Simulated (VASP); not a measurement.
# MnS (Fm-3m) in VASP: notebook, part 2 of 2

VASP 6.6.1. Earlier steps stand in the parts before.

## Step 4: Single point, PBE+D3(BJ), collinear spin, ferromagnetic start

This run uses another cell than the first one, of 18.73 Å³/atom.

INCAR reads:

```
  ALGO = Normal
  EDIFF = 1E-6
  ENCUT = 520
  GGA = PE
  ISIF = 2
  ISMEAR = -1
  ISPIN = 2
  IVDW = 12
  LASPH = T
  LCHARG = F
  LMAXMIX = 4
  LORBIT = 11
  LREAL = F
  LWAVE = F
  MAGMOM = 4 0
  NBANDS = 20
  NELM = 150
  PREC = Accurate
  SIGMA = 0.05
```

KPOINTS reads:

```
k-points
0
Gamma
  9 9 9
```

POSCAR reads:

```
MnS
1.0
    0.0000000000      2.6555815960      2.6555815960
    2.6555815960      0.0000000000      2.6555815960
    2.6555815960      2.6555815960      0.0000000000
Mn S
1 1
Direct
    0.0000000000      0.0000000000      0.0000000000
    0.5000000000      0.5000000000      0.5000000000
```

Run with:

```
> cat potpaw_PBE.64/Mn_pv/POTCAR potpaw_PBE.64/S/POTCAR > POTCAR
> mpirun -np 1 vasp_std > vasp.out
```

Run time: 31 s. Hardware: 1 thread of Intel Xeon Platinum 8488C (Sapphire Rapids), shared host; peak memory 0.2 GiB.

It converged, with:

```
Free energy                                           : -14.7837 eV
Pressure                                              : -9.0 GPa
Net moment                                            : 4.83 μB per cell
Site moments                                          : Mn +4.35; S +0.11 μB
Valence electrons inside the program's atomic spheres : Mn 11.26; S 3.71
Dispersion energy per atom                            : -0.385 eV
```

Levels at points of the mesh, in eV from the Fermi level:
Spin up:
```csv
k point,band 9,band 10,band 11,band 12,band 13,band 14,band 15,band 16
"(0.00, 0.00, 0.00)",-3.29,-1.79,-1.79,-1.79,1.30,8.48,8.48,8.48
```
Spin down:
| k point | band 4 | band 5 | band 6 | band 7 | band 8 | band 9 | band 10 | band 11 |
| --- | --- | --- | --- | --- | --- | --- | --- | --- |
| (0.00, 0.00, 0.00) | -13.90 | -1.58 | -1.58 | -1.58 | 0.44 | 0.44 | 0.44 | 0.46 |

Caveat: the cell stands under tension; a cell with one magnetic atom can't hold antiferromagnetic order, which such compounds often take; semilocal functionals often make such compounds metallic where correlation or magnetic order opens a gap, which also shifts bond lengths. With open d or f shells a metallic result of PBE can be an artefact of self-interaction; +U or a hybrid may open a gap.

## Step 5: Single point, r2SCAN+D4, collinear spin, ferromagnetic start

This run uses another cell than the first one, of 16.61 Å³/atom.

POSCAR reads:

```
MnS
1.0
    0.0000000000      2.5513320201      2.5513320201
    2.5513320201      0.0000000000      2.5513320201
    2.5513320201      2.5513320201      0.0000000000
Mn S
1 1
Direct
    0.0000000000      0.0000000000      0.0000000000
    0.5000000000      0.5000000000      0.5000000000
```

INCAR.step1 reads:

```
PREC = Accurate
ENCUT = 520
ISMEAR = -1
SIGMA = 0.05
LREAL = F
LASPH = T
NELM = 150
ISPIN = 2
MAGMOM = 4 0
LMAXMIX = 4
NBANDS = 20
GGA = PE
ALGO = Normal
EDIFF = 1E-4
LWAVE = T
LCHARG = F
```

INCAR.step2 reads:

```
PREC = Accurate
ENCUT = 520
EDIFF = 1E-6
ISMEAR = -1
SIGMA = 0.05
LREAL = F
LASPH = T
NELM = 150
ALGO = Normal
ISIF = 2
LWAVE = F
LCHARG = F
ISPIN = 2
MAGMOM = 4 0
LORBIT = 11
LMAXMIX = 4
METAGGA = R2SCAN
LMIXTAU = T
IVDW = 13
VDW_S6 = 1.0
VDW_S8 = 0.6018749
VDW_A1 = 0.51559235
VDW_A2 = 5.77342911
NBANDS = 20
ISTART = 1
```

KPOINTS reads:

```
Automatic mesh
0
Gamma
  9 9 9
```

Run with:

```
> cat potpaw_PBE.64/Mn_pv/POTCAR potpaw_PBE.64/S/POTCAR > POTCAR
> cp INCAR.step1 INCAR
> mpirun -np 1 vasp_std > vasp.out
> cp INCAR.step2 INCAR
> mpirun -np 1 vasp_std > vasp.out
```

Wall time 1.9 min (1 thread of Intel Xeon Platinum 8488C (Sapphire Rapids), shared host); peak memory 0.2 GiB.

It converged, with:

```yaml
Free_energy: -25.1473 eV
Pressure: 3.8 GPa
Net_moment: 4.88 μB per cell
Site_moments: Mn +4.42; S +0.13 μB
Valence_electrons_inside_the_program's_atomic_spheres: Mn 11.34; S 3.81
Dispersion_energy_per_atom: -0.153 eV
```

Levels at points of the mesh, in eV from the Fermi level:
Spin up:
| k point | band 10 | band 11 | band 12 | band 13 | band 14 | band 15 |
| --- | --- | --- | --- | --- | --- | --- |
| (0.00, 0.00, 0.00) | -2.25 | -2.25 | -2.25 | 2.50 | 8.84 | 8.84 |
Spin down:
```
           k point  band 3  band 4  band 5  band 6  band 7  band 8  band 9  band 10  band 11  band 12
(0.00, 0.00, 0.00)  -47.15  -15.45   -1.90   -1.90   -1.90    0.81    0.81     0.81     0.85     0.85
```

Caveat: the cell stands under pressure; the PAW data sets were made with another functional, which shifts forces and pressure a little; a cell with one magnetic atom can't hold antiferromagnetic order, which such compounds often take; semilocal functionals often make such compounds metallic where correlation or magnetic order opens a gap, which also shifts bond lengths.

## Step 6: Single point, r2SCAN+D4, collinear spin, ferromagnetic start

This run uses another cell than the first one, of 16.96 Å³/atom.

POSCAR reads:

```
MnS
1.0
    0.0000000000      2.5692997390      2.5692997390
    2.5692997390      0.0000000000      2.5692997390
    2.5692997390      2.5692997390      0.0000000000
Mn S
1 1
Direct
    0.0000000000      0.0000000000      0.0000000000
    0.5000000000      0.5000000000      0.5000000000
```

INCAR.step1 reads:

```
SYSTEM = MnS
  PREC = Accurate
  ENCUT = 520
  ISMEAR = -1
  SIGMA = 0.05
  LREAL = .FALSE.
  LASPH = .TRUE.
  NELM = 150
  ISPIN = 2
  MAGMOM = 4 0
  LMAXMIX = 4
  NBANDS = 20
  GGA = PE
  ALGO = Normal
  EDIFF = 1E-4
  LWAVE = .TRUE.
  LCHARG = .FALSE.
```

INCAR.step2 reads:

```
SYSTEM = MnS
  PREC = Accurate
  ENCUT = 520
  EDIFF = 1E-7
  ISMEAR = -1
  SIGMA = 0.05
  LREAL = .FALSE.
  LASPH = .TRUE.
  NELM = 150
  ALGO = Normal
  ISIF = 2
  LWAVE = .FALSE.
  LCHARG = .FALSE.
  ISPIN = 2
  MAGMOM = 4 0
  LORBIT = 11
  LMAXMIX = 4
  METAGGA = R2SCAN
  LMIXTAU = .TRUE.
  IVDW = 13
  VDW_S6 = 1.0
  VDW_S8 = 0.6018749
  VDW_A1 = 0.51559235
  VDW_A2 = 5.77342911
  NBANDS = 20
  ISTART = 1
```

KPOINTS reads:

```
regular mesh
0
G
  9 9 9
  0 0 0
```

Potentials or basis: VASP PAW PBE potentials, release 64 (Mn_pv, S).

Run with:

```
> cat potpaw_PBE.64/Mn_pv/POTCAR potpaw_PBE.64/S/POTCAR > POTCAR
> cp INCAR.step1 INCAR
> mpirun -np 1 vasp_std > vasp.out
> cp INCAR.step2 INCAR
> mpirun -np 1 vasp_std > vasp.out
```

Run time: 2.4 min. Hardware: 1 thread of Intel Xeon Platinum 8488C (Sapphire Rapids), shared host; peak memory 0.2 GiB.

It converged, with:

* Free energy: -25.1603 eV
* Pressure: 2.3 GPa
* Net moment: 4.92 μB per cell
* Site moments: Mn +4.45; S +0.14 μB
* Valence electrons inside the program's atomic spheres: Mn 11.32; S 3.80
* Dispersion energy per atom: -0.150 eV

Levels at points of the mesh, in eV from the Fermi level:
Spin up:
```csv
k point,band 9,band 10,band 11,band 12,band 13,band 14,band 15,band 16
"(0.00, 0.00, 0.00)",-4.07,-2.20,-2.20,-2.20,2.34,8.81,8.81,8.81
```
Spin down:
```tsv
k point	band 4	band 5	band 6	band 7	band 8	band 9	band 10	band 11
(0.00, 0.00, 0.00)	-15.27	-1.86	-1.86	-1.86	0.90	0.90	0.90	0.92
```

Caveat: the PAW data sets were made with another functional, which shifts forces and pressure a little; a cell with one magnetic atom can't hold antiferromagnetic order, which such compounds often take; semilocal functionals often make such compounds metallic where correlation or magnetic order opens a gap, which also shifts bond lengths. With open d or f shells a metallic result of r2SCAN can be an artefact of self-interaction; +U or a hybrid may open a gap.

## Step 7: The runs side by side

| level | cell | gap on the mesh (eV) | pressure (GPa) | moment (μB) |
| --- | --- | --- | --- | --- |
| PBE+D3(BJ) | a = 3.708 Å, angles 60.0°, 2 atoms | none | -7.5 | 4.76 |
| PBE+D3(BJ) | a = 3.732 Å, angles 60.0°, 2 atoms | none | -8.3 | 4.80 |
| PBE+D3(BJ) | a = 3.756 Å, angles 60.0°, 2 atoms | none | -9.0 | 4.83 |
| r2SCAN+D4 | a = 3.608 Å, angles 60.0°, 2 atoms | none | 3.8 | 4.88 |
| r2SCAN+D4 | a = 3.634 Å, angles 60.0°, 2 atoms | none | 2.3 | 4.92 |

Alike in all rows: task single point; potentials or basis VASP PAW PBE potentials, release 64 (Mn_pv, S); spin collinear, ferromagnetic start; k mesh 9 × 9 × 9; cutoff (eV) 520; smearing fermi-dirac 0.05 eV.

Caveats: a cell with one magnetic atom can't hold antiferromagnetic order, which such compounds often take; semilocal functionals often make such compounds metallic where correlation or magnetic order opens a gap, which also shifts bond lengths; the cell stands under tension (at least some runs); the PAW data sets were made with another functional, which shifts forces and pressure a little (at least some runs); the cell stands under pressure (at least some runs).

Absolute energies hang on the potentials; compare differences alone.
